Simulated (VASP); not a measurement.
# SrO (rock salt type) in VASP: further runs

Runs on SrO (rock salt type). Level: PBE. Tasks: single point.

Program: VASP 6.6.1. These are calculated values, not measurements. Logs are shortened: lines on timing, memory, paths and dates and some standing lists are left out, and cuts for length are marked.

## (1) The cell of the first run

The structure is trigonal, space group R3m (No. 160). The conventional cell has a = 3.677 Å, b = 3.677 Å, c = 9.007 Å, α = 90.00°, β = 90.00°, γ = 120.00°. Within 3.4 Å of Sr (site symmetry 3m) lie 6 O at 2.57 to 2.64 Å. O (site symmetry 3m) has 6 Sr at 2.57 to 2.64 Å within 3.4 Å.

## (2) Single point, PBE

The input, INCAR:

```
PREC = Accurate
ENCUT = 520
EDIFF = 1E-6
ISMEAR = -1
SIGMA = 0.05
LREAL = False
LASPH = True
NELM = 80
ALGO = Normal
ISIF = 2
LWAVE = False
LCHARG = True
GGA = PE
LELF = True
LVHAR = True
NBANDS = 15
```

The input, KPOINTS:

```
regular mesh
0
Gamma
  4 4 4
```

The input, POSCAR:

```
SrO
1.0
    0.0000000000      2.6000000000      2.6000000000
    2.6000000000      0.0000000000      2.6000000000
    2.6000000000      2.6000000000      0.0000000000
Sr O
1 1
Direct
    0.0066617339      0.0066617339      0.0066617339
    0.5000000000      0.5000000000      0.5000000000
```

Potentials or basis: VASP PAW PBE potentials, release 64 (Sr_sv, O).

Run with:

```
cat potpaw_PBE.64/Sr_sv/POTCAR potpaw_PBE.64/O/POTCAR > POTCAR
mpirun -np 1 vasp_std > vasp.out
```

OUTCAR:

```text
PREC = Accurate
   ENCUT = 520
   EDIFF = 1E-6
   ISMEAR = -1
   LREAL = False
   LASPH = True
   NELM = 80
   ISIF = 2
   GGA = PE

 ion  position               nearest neighbor table
   1  0.007  0.007  0.007-   2 2.57   2 2.57   2 2.57   2 2.64   2 2.64   2 2.64
   2  0.500  0.500  0.500-   1 2.57   1 2.57   1 2.57   1 2.64   1 2.64   1 2.64

  LATTYP: Found a face centered cubic cell.
 ALAT       =     5.2000000000

  Lattice vectors:

 A1 = (   0.0000000000,   2.6000000000,   2.6000000000)
 A2 = (   2.6000000000,   0.0000000000,   2.6000000000)
 A3 = (   2.6000000000,   2.6000000000,   0.0000000000)

Analysis of symmetry for initial positions (statically):
=====================================================================
 Subroutine PRICEL returns:
 Original cell was already a primitive cell.

 Routine SETGRP: Setting up the symmetry group for a
 face centered cubic supercell.

 Subroutine GETGRP returns: Found  6 space group operations
 (whereof  6 operations were pure point group operations)
 out of a pool of 48 trial point group operations.

The static configuration has the point symmetry C_3v.

Analysis of symmetry for dynamics (positions and initial velocities):
=====================================================================
 Subroutine PRICEL returns:
 Original cell was already a primitive cell.

 Routine SETGRP: Setting up the symmetry group for a
 face centered cubic supercell.

 Subroutine GETGRP returns: Found  6 space group operations
 (whereof  6 operations were pure point group operations)
 out of a pool of 48 trial point group operations.

The dynamic configuration has the point symmetry C_3v.

 Subroutine INISYM returns: Found  6 space group operations
 (whereof  6 operations are pure point group operations),
 and found     1 'primitive' translations

----------------------------------------------------------------------------------------

                                     Primitive cell

  volume of cell :      35.1520

  direct lattice vectors                    reciprocal lattice vectors
     0.000000000  2.600000000  2.600000000    -0.192307692  0.192307692  0.192307692
     2.600000000  0.000000000  2.600000000     0.192307692 -0.192307692  0.192307692
     2.600000000  2.600000000  0.000000000     0.192307692  0.192307692 -0.192307692

  length of vectors
     3.676955262  3.676955262  3.676955262     0.333086694  0.333086694  0.333086694

  position of ions in fractional coordinates (direct lattice)
     0.006661734  0.006661734  0.006661734
     0.500000000  0.500000000  0.500000000

  ion indices of the primitive-cell ions
   primitive index   ion index
                 1           1
                 2           2

----------------------------------------------------------------------------------------

 KPOINTS: regular mesh

Automatic generation of k-mesh.
 Grid dimensions read from file:
 generate k-points for:    4    4    4

 Generating k-lattice:

  Cartesian coordinates                     Fractional coordinates (reciprocal lattice)
    -0.048076923  0.048076923  0.048076923     0.250000000  0.000000000  0.000000000
     0.048076923 -0.048076923  0.048076923     0.000000000  0.250000000  0.000000000
     0.048076923  0.048076923 -0.048076923     0.000000000  0.000000000  0.250000000

  Length of vectors
     0.083271673  0.083271673  0.083271673

  Shift w.r.t. Gamma in fractional coordinates (k-lattice)
     0.000000000  0.000000000  0.000000000

 Subroutine IBZKPT returns following result:
 ===========================================

 Found     13 irreducible k-points:

 Following reciprocal coordinates:
            Coordinates               Weight
  0.000000  0.000000  0.000000      1.000000
  0.250000  0.000000  0.000000      6.000000
  0.250000  0.250000  0.250000      2.000000
  0.500000  0.000000  0.000000      3.000000
  0.500000  0.500000  0.500000      1.000000
  0.250000  0.250000  0.000000      6.000000
  0.500000  0.250000  0.000000     12.000000
  0.250000  0.250000 -0.250000      6.000000
  0.500000  0.250000  0.500000      6.000000
 -0.250000  0.250000  0.000000      6.000000
  0.250000  0.250000  0.500000      6.000000
  0.500000  0.500000  0.000000      3.000000
 -0.250000  0.500000  0.250000      6.000000
   k-points           NKPTS =     13   k-points in BZ     NKDIM =     13   number of bands    NBANDS=     15
   number of dos      NEDOS =    301   number of ions     NIONS =      2
   total plane-waves  NPLWV =  21952
   dimension x,y,z NGX =    28 NGY =   28 NGZ =   28
   dimension x,y,z NGXF=    56 NGYF=   56 NGZF=   56
   ions per type =               1   1
   NGX,Y,Z   is equivalent  to a cutoff of  12.66, 12.66, 12.66 a.u.
   NGXF,Y,Z  is equivalent  to a cutoff of  25.32, 25.32, 25.32 a.u.
 SYSTEM =  unknown system
   PREC   = accura    normal or accurate (medium, high low for compatibility)
   ISTART =      0    job   : 0-new  1-cont  2-samecut
   ICHARG =      2    charge: 1-file 2-atom 10-const
   ISPIN  =      1    spin polarized calculation?
   LNONCOLLINEAR =      F non collinear calculations
   LSORBIT =      F    spin-orbit coupling
   LASPH  =      T    aspherical Exc in radial PAW
   ENCUT  =  520.0 eV  38.22 Ry    6.18 a.u.   6.84  6.84  6.84*2*pi/ulx,y,z
   NELM   =     80;   NELMIN=  2; NELMDL= -5     # of ELM steps
   EDIFF  = 0.1E-05   stopping-criterion for ELM
   LREAL  =      F    real-space projection
[... 7 lines left out ...]
   TEBEG  =    0.0;   TEEND  =   0.0 temperature during run
   PSTRESS=    0.0 pullay stress
   NELECT =      16.0000    total number of electrons
   NUPDOWN=      -1.0000    fix difference up-down
   EMIN   =  10.00;   EMAX   =-10.00  energy-range for DOS
   EFERMI =   0.00;   METHOD = LEGACY
   ISMEAR =    -1;   SIGMA  =   0.05  broadening in eV -4-tet -1-fermi 0-gaus
   EFERMI_NEDOS =   21; number of points for ismear=-14 and -15
   IALGO  =     38    algorithm
   IMIX   =      4    mixing-type and parameters
     AMIX     =   0.40;   BMIX     =  1.00
     AMIX_MAG =   1.60;   BMIX_MAG =  1.00
  volume/ion in A,a.u.               =      17.58       118.61
  Fermi-wavevector in a.u.,A,eV,Ry     =   1.259307  2.379744 21.576841  1.585853
  Thomas-Fermi vector in A             =   2.392873
   LORBIT       =      0    0 simple, 1 ext, 2 COOP (PROOUT), +10 PAW based schemes
   GGA     = PE    functional components
   LHFCALC =     F    Hartree Fock is set to
   AEXX    =    0.0000 exact exchange contribution
   IVDW    =     0    specifies the selected vdW correction
   LEPSILON=     F    determine dielectric tensor
   LRPA    =     F    only Hartree local field effects (RPA)
 non-spin polarized calculation
  energy-cutoff  :      520.00
  volume of cell :       35.15
 maximum number of plane-waves:       960
   NGX = 13   NGY = 13   NGZ = 13

 number of electron      16.0000000 magnetization

 Free energy of the ion-electron system (eV)
  ---------------------------------------------------
  ext. energy  EPLUGINS =         0.00000000
  ---------------------------------------------------
  free energy    TOTEN  =       -12.04832055 eV

  energy without entropy =      -12.04832055  energy(sigma->0) =      -12.04832055

 E-fermi :   2.7296     XC(G=0):  -9.8664

 val. band max:        1.5049422959   @ k =   0.0000   0.0000   0.0000
 cond. band min:       4.8082153374   @ k =   0.5000   0.5000   0.0000
 fundamental gap:      3.3032730415
 Fermi energy:         2.7296302554

 k-point     1 :       0.0000    0.0000    0.0000
  band No.  band energies     occupation
      1     -31.0003      2.00000
      2     -13.5464      2.00000
      3     -12.6713      2.00000
      4     -12.6713      2.00000
      5     -12.6611      2.00000
      6       1.5028      2.00000
      7       1.5049      2.00000
      8       1.5049      2.00000
      9       5.2543      0.00000
     10       7.6480      0.00000
     11       7.6480      0.00000
     12       7.6630      0.00000
     13       9.7468      0.00000
     14       9.7468      0.00000
     15      14.0516      0.00000

 k-point     2 :       0.2500    0.0000    0.0000
  band No.  band energies     occupation
      1     -30.9413      2.00000
      2     -14.4661      2.00000
      3     -12.7118      2.00000
      4     -12.7098      2.00000
      5     -11.8874      2.00000
      6       0.2604      2.00000
      7       0.9238      2.00000
      8       0.9307      2.00000
      9       7.3302      0.00000
     10       7.5299      0.00000
     11       8.7273      0.00000
     12       8.7398      0.00000
     13      11.1003      0.00000
     14      11.1029      0.00000
     15      16.8962      0.00000

 k-point     3 :       0.2500    0.2500    0.2500
  band No.  band energies     occupation
      1     -30.9414      2.00000
      2     -14.4627      2.00000
      3     -12.7096      2.00000
      4     -12.7096      2.00000
      5     -11.8933      2.00000
      6       0.2635      2.00000
      7       0.9206      2.00000
      8       0.9206      2.00000
      9       7.3079      0.00000
     10       7.5732      0.00000
     11       8.7386      0.00000
     12       8.7386      0.00000
     13      11.0931      0.00000
     14      11.0931      0.00000
     15      16.8963      0.00000

 k-point     4 :       0.5000    0.0000    0.0000
  band No.  band energies     occupation
      1     -30.8812      2.00000
      2     -15.0164      2.00000
      3     -12.7485      2.00000
      4     -12.7475      2.00000
      5     -11.4868      2.00000
      6      -0.5940      2.00000
      7       0.4393      2.00000
      8       0.4435      2.00000
      9       7.9118      0.00000
     10       9.6506      0.00000
     11      10.1537      0.00000
     12      10.2002      0.00000
     13      13.0933      0.00000
     14      13.0975      0.00000
     15      15.7916      0.00000
[... 109 lines left out ...]
 k-point    11 :       0.2500    0.2500    0.5000
  band No.  band energies     occupation
      1     -30.8828      2.00000
      2     -14.6701      2.00000
      3     -13.0602      2.00000
      4     -12.7501      2.00000
      5     -11.7524      2.00000
      6      -0.1277      2.00000
      7       0.5368      2.00000
      8       1.0678      2.00000
      9       7.5780      0.00000
     10       8.2383      0.00000
     11       9.6286      0.00000
     12      10.0102      0.00000
     13      12.4749      0.00000
     14      13.2412      0.00000
     15      15.4398      0.00000

 k-point    12 :       0.5000    0.5000    0.0000
  band No.  band energies     occupation
      1     -30.8466      2.00000
      2     -13.6287      2.00000
      3     -13.4229      2.00000
      4     -12.9999      2.00000
      5     -12.9739      2.00000
      6       1.0255      2.00000
      7       1.3905      2.00000
      8       1.4010      2.00000
      9       4.8082      0.00000
     10       9.0499      0.00000
     11      11.4646      0.00000
     12      11.5840      0.00000
     13      12.3289      0.00000
     14      12.3290      0.00000
     15      14.7687      0.00000

 k-point    13 :      -0.2500    0.5000    0.2500
  band No.  band energies     occupation
      1     -30.8452      2.00000
      2     -14.2140      2.00000
      3     -13.2734      2.00000
      4     -13.2678      2.00000
      5     -12.0703      2.00000
      6       0.4318      2.00000
      7       1.0423      2.00000
      8       1.0432      2.00000
      9       7.4356      0.00000
     10       7.4378      0.00000
     11       9.8777      0.00000
     12      12.3432      0.00000
     13      12.5557      0.00000
     14      13.8705      0.00000
     15      15.7784      0.00000

------------------------ aborting loop because EDIFF is reached ----------------------------------------

  FORCE on cell =-STRESS in cart. coord.  units (eV):
  Direction    XX          YY          ZZ          XY          YZ          ZX
  --------------------------------------------------------------------------------------
  -------------------------------------------------------------------------------------
  Total        0.0789575      0.0789575      0.0789575     -0.0026326     -0.0026326     -0.0026326
  in kB        3.5987696      3.5987696      3.5987696     -0.1199896     -0.1199896     -0.1199896
  external PRESSURE =       3.5987696 kB  Pullay stress =       0.0000000 kB

 VOLUME and BASIS-vectors are now :
 -----------------------------------------------------------------------------
  energy-cutoff  :      520.00
  volume of cell :       35.15
      direct lattice vectors                 reciprocal lattice vectors
     0.000000000  2.600000000  2.600000000    -0.192307692  0.192307692  0.192307692
     2.600000000  0.000000000  2.600000000     0.192307692 -0.192307692  0.192307692
     2.600000000  2.600000000  0.000000000     0.192307692  0.192307692 -0.192307692

 POSITION                                       TOTAL-FORCE (eV/Angst)
 -----------------------------------------------------------------------------------
      0.03464      0.03464      0.03464        -0.062980     -0.062980     -0.062980
      2.60000      2.60000      2.60000         0.062980      0.062980      0.062980
 -----------------------------------------------------------------------------------
    total drift:                               -0.000107     -0.000107     -0.000107

  FREE ENERGIE OF THE ION-ELECTRON SYSTEM (eV)
  ---------------------------------------------------
  free  energy   TOTEN  =       -12.0483205525 eV

  energy  without entropy=      -12.0483205525  energy(sigma->0) =      -12.04832055
```

Wall time 5.8 s (1 thread of Intel Xeon Platinum 8559C (Emerald Rapids), shared host); peak memory 0.15 GiB.

What came out:

* Free energy: -12.0483 eV
* Pressure: 0.4 GPa
* Largest force: 0.109 eV/Å
* Band gap on the k mesh: 3.30 eV (least direct gap 3.41 eV)

Forces in eV/Å, atoms in the order of the input:
```
Sr  -0.063 -0.063 -0.063
O    0.063  0.063  0.063
```

Caveat: the k points lie up to 0.52 Å⁻¹ apart. A k mesh can miss the band edges.

(Part 1 of 2 ends here.)
